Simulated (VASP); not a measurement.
# P in VASP: further runs, part 2 of 2

VASP 6.6.1. The steps go on from the part before.

### Step 5. Single point, PBE+D3(BJ) (layers slid over each other)

INCAR reads:

```
ALGO = Normal
DIPOL = 0.5 0.5 0.385
EDIFF = 1E-6
ENCUT = 520
GGA = PE
IDIPOL = 3
ISIF = 2
ISMEAR = 0
IVDW = 12
LASPH = True
LCHARG = False
LDIPOL = True
LREAL = False
LWAVE = False
NBANDS = 30
NELM = 60
PREC = Accurate
SIGMA = 0.05
```

KPOINTS reads:

```
k-points
0
Gamma
  8 6 1
```

POSCAR reads:

```
P
1.0
    3.2961869271      0.0000000000      0.0000000000
    0.0000000000      4.4391555608      0.0000000000
    0.0000000000      0.0000000000     21.7461973993
P
8
Direct
    0.5000000000      0.9174951521      0.2069327302
    0.0000000000      0.5825048479      0.2069327302
    0.5000000000      0.0825048479      0.3045635326
    0.0000000000      0.4174951521      0.3045635326
    0.8750000000      0.4575048479      0.4645915106
    0.3750000000      0.1225145437      0.4645915106
    0.8750000000     -0.3774854563      0.5622223129
    0.3750000000     -0.0424951521      0.5622223129
```

Potentials or basis: VASP PAW PBE potentials, release 64 (P).

On the command line:

```console
$ cat potpaw_PBE.64/P/POTCAR > POTCAR
$ mpirun -np 1 vasp_std > vasp.out
```

OUTCAR:

```text
EDIFF = 1E-6
   ENCUT = 520
   GGA = PE
   ISIF = 2
   ISMEAR = 0
   IVDW = 12
   LASPH = True
   LREAL = False
   NELM = 60
   PREC = Accurate
 IVDW          = 12

 ion  position               nearest neighbor table
   1  0.500  0.917  0.207-   2 2.22   2 2.22   3 2.25
   2  0.000  0.583  0.207-   1 2.22   1 2.22   4 2.25
   3  0.500  0.083  0.305-   4 2.22   4 2.22   1 2.25
   4  0.000  0.417  0.305-   3 2.22   3 2.22   2 2.25
   5  0.875  0.458  0.465-   6 2.22   6 2.22   7 2.25
   6  0.375  0.123  0.465-   5 2.22   5 2.22   8 2.25
   7  0.875  0.623  0.562-   8 2.22   8 2.22   5 2.25
   8  0.375  0.958  0.562-   7 2.22   7 2.22   6 2.25

  LATTYP: Found a simple orthorhombic cell.
 ALAT       =     3.2961869271
 B/A-ratio  =     1.3467547985
 C/A-ratio  =     6.5973799060

  Lattice vectors:

 A1 = (   3.2961869271,   0.0000000000,   0.0000000000)
 A2 = (   0.0000000000,   4.4391555608,   0.0000000000)
 A3 = (   0.0000000000,   0.0000000000,  21.7461973993)

Analysis of symmetry for initial positions (statically):
=====================================================================
 Subroutine PRICEL returns:
 Original cell was already a primitive cell.

 Routine SETGRP: Setting up the symmetry group for a
 simple orthorhombic supercell.

 Subroutine GETGRP returns: Found  2 space group operations
 (whereof  1 operations were pure point group operations)
 out of a pool of  8 trial point group operations.

The static configuration has the point symmetry C_1 .
 The point group associated with its full space group is S_2 .

Analysis of symmetry for dynamics (positions and initial velocities):
=====================================================================
 Subroutine PRICEL returns:
 Original cell was already a primitive cell.

 Routine SETGRP: Setting up the symmetry group for a
 simple orthorhombic supercell.

[... 146 lines left out ...]
   LEPSILON=     F    determine dielectric tensor
   LRPA    =     F    only Hartree local field effects (RPA)
 non-spin polarized calculation
 Gauss-broadening in eV      SIGMA  =   0.05
  energy-cutoff  :      520.00
  volume of cell :      318.20
 maximum number of plane-waves:      8606
 NGX is ok and might be reduce to    28
   NGX = 13   NGY = 17   NGZ = 81

 dipolmoment           0.000000      0.000000      0.000128 electrons x Angstroem

 number of electron      39.9999998 magnetization

 dipolmoment           0.000000      0.000000     -0.000005 electrons x Angstroem

 Free energy of the ion-electron system (eV)
  ---------------------------------------------------
  ext. energy  EPLUGINS =         0.00000000
  ---------------------------------------------------
  free energy    TOTEN  =       -42.83368760 eV

  energy without entropy =      -42.83310238  energy(sigma->0) =      -42.83339499

 E-fermi :   0.6133     XC(G=0):  -5.2752

 val. band max:        0.5503132167   @ k =   0.1250   0.0000   0.0000
 cond. band min:       0.6585746650   @ k =   0.0000   0.0000   0.0000
 fundamental gap:      0.1082614483
 Fermi energy:         0.6132522761

 k-point     1 :       0.0000    0.0000    0.0000
  band No.  band energies     occupation
      1     -14.8708      2.00000
      2     -14.7968      2.00000
      3     -12.3308      2.00000
      4     -12.1313      2.00000
      5      -8.7253      2.00000
      6      -8.6813      2.00000
[... 781 lines left out ...]
     29       5.6704      0.00000
     30       5.7941      0.00000

 [... further k-points ...]

------------------------ aborting loop because EDIFF is reached ----------------------------------------

 vacuum level on the upper side and lower side of the slab       (xc-potential included)        -0.169        -0.171

 Edisp (eV)   -2.33332

 E8    (eV) :    -0.9135

  FORCE on cell =-STRESS in cart. coord.  units (eV):
  Direction    XX          YY          ZZ          XY          YZ          ZX
  --------------------------------------------------------------------------------------
  -------------------------------------------------------------------------------------
  Total      -0.80850    -0.89790    -0.00335    -0.01235     0.13498    -0.29672
  in kB      -4.07095    -4.52110    -0.01685    -0.06221     0.67967    -1.49404
  external pressure =       -2.87 kB  Pullay stress =        0.00 kB

 VOLUME and BASIS-vectors are now :
 -----------------------------------------------------------------------------
  energy-cutoff  :      520.00
  volume of cell :      318.20
      direct lattice vectors                 reciprocal lattice vectors
     3.296186927  0.000000000  0.000000000     0.303380853  0.000000000  0.000000000
     0.000000000  4.439155561  0.000000000     0.000000000  0.225268069  0.000000000
     0.000000000  0.000000000 21.746197399     0.000000000  0.000000000  0.045985051

 POSITION                                       TOTAL-FORCE (eV/Angst)
 -----------------------------------------------------------------------------------
      1.64809      4.07290      4.50000         0.011389     -0.032863     -0.037471
      0.00000      2.58583      4.50000         0.009301      0.045347      0.044711
      1.64809      0.36625      6.62310         0.018441     -0.040952     -0.050886
      0.00000      1.85333      6.62310         0.021036     -0.025604      0.021100
      2.88416      2.03094     10.10310        -0.018441      0.040952      0.050886
      1.23607      0.54386     10.10310        -0.021036      0.025604     -0.021100
      2.88416      2.76344     12.22620        -0.011389      0.032863      0.037471
      1.23607      4.25051     12.22620        -0.009301     -0.045347     -0.044711
 -----------------------------------------------------------------------------------
    total drift:                               -0.000000     -0.000006     -0.000109

  FREE ENERGIE OF THE ION-ELECTRON SYSTEM (eV)
  ---------------------------------------------------
  free  energy   TOTEN  =       -45.1670070622 eV

  energy  without entropy=      -45.1664218442  energy(sigma->0) =      -45.16671445

 vacuum level on the upper side and lower side of the slab         5.145         5.143
```

stdout:

```text
POSCAR found type information on POSCAR P
 POSCAR found :  1 types and       8 ions
 scaLAPACK will be used
 LDA part: xc-table for (Slater+PW92), standard interpolation
 POSCAR, INCAR and KPOINTS ok, starting setup
 FFT: planning ... GRIDC
 FFT: planning ... GRID_SOFT
 FFT: planning ... GRID
 WAVECAR not read
 entering main loop
```

Wall time 3.4 min (1 thread of Intel Xeon 6975P-C (Granite Rapids), shared host); peak memory 0.46 GiB.

Results:

| Quantity | Value |
| --- | --- |
| Free energy | -45.1670 eV |
| Largest force | 0.068 eV/Å |
| Band gap on the k mesh | 0.11 eV (least direct gap 0.11 eV) |
| Dispersion energy per atom | -0.292 eV |

Forces in eV/Å, atoms in the order of the input:
```
P    0.011 -0.033 -0.037
P    0.009  0.045  0.045
P    0.018 -0.041 -0.051
P    0.021 -0.026  0.021
P   -0.018  0.041  0.051
P   -0.021  0.026 -0.021
P   -0.011  0.033  0.037
P   -0.009 -0.045 -0.045
```

Levels at points of the mesh, in eV from the valence-band top:
```
           k point  band 18  band 19  band 20  band 21  band 22  band 23
(0.00, 0.00, 0.00)    -1.80    -0.57    -0.01     0.11     1.25     1.27
(0.50, 0.00, 0.00)    -2.54    -1.96    -1.95     0.91     0.91     1.19
(0.00, 0.50, 0.00)    -1.28    -1.24    -0.96     1.65     1.80     2.00
(0.50, 0.50, 0.00)    -1.89    -1.24    -1.20     1.69     1.71     2.66
```

Caveat: the cell differs from its parent crystal (layers slid over each other).

### Step 6. Summary

| cell | gap on the mesh (eV) | largest force (eV/Å) |
| --- | --- | --- |
| as given, atomic positions A | 0.27 | 0.08 |
| as given, atomic positions B | 0.53 | 0.06 |
| as given, atomic positions C | 0.40 | 0.36 |
| as given, atomic positions D | 0.11 | 0.07 |

Alike in all rows: task single point; level PBE+D3(BJ); potentials or basis VASP PAW PBE potentials, release 64 (P); no spin polarisation; k mesh 8 × 6 × 1; cutoff (eV) 520; smearing gaussian 0.05 eV.

Total energies depend on the potentials used, so only differences within one code and one set of settings carry meaning.
